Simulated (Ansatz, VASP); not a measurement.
TaN in VASP and in Ansatz

```
CELL_PARAMETERS angstrom
5.15616 0.00000 0.00000
-2.57808 4.46537 0.00000
0.00000 0.00000 2.88848
ATOMIC_POSITIONS crystal
Ta 0.00000 0.00000 0.00000
Ta 0.33333 0.66667 0.50000
Ta 0.66667 0.33333 0.50000
N 0.50000 0.00000 0.00000
N 0.50000 0.50000 0.00000
N 0.00000 0.50000 0.00000
```

Alike in both runs: task single point; functional PBEsol; k mesh 5 × 5 × 8; no spin polarisation.

```csv
,VASP,Ansatz
version,VASP 6.6.1,Ansatz 0.2.0
potentials or method,"VASP PAW PBE potentials, release 64 (Ta_sv_GW, N), cutoff 700 eV","plane waves, PAW"
occupations,"fermi-dirac, width 0.1 eV",fermi-dirac
valence electrons in the cell,54,54
```

```tsv
	VASP	Ansatz	Ansatz less VASP
pressure (GPa)	7.9	7.8	-0.15
traceless stress, the component that is largest in VASP (GPa)	1.36	1.22	-0.140
```

VASP's potentials were made for PBE, not for PBEsol.

Spin-orbit coupling is off throughout.
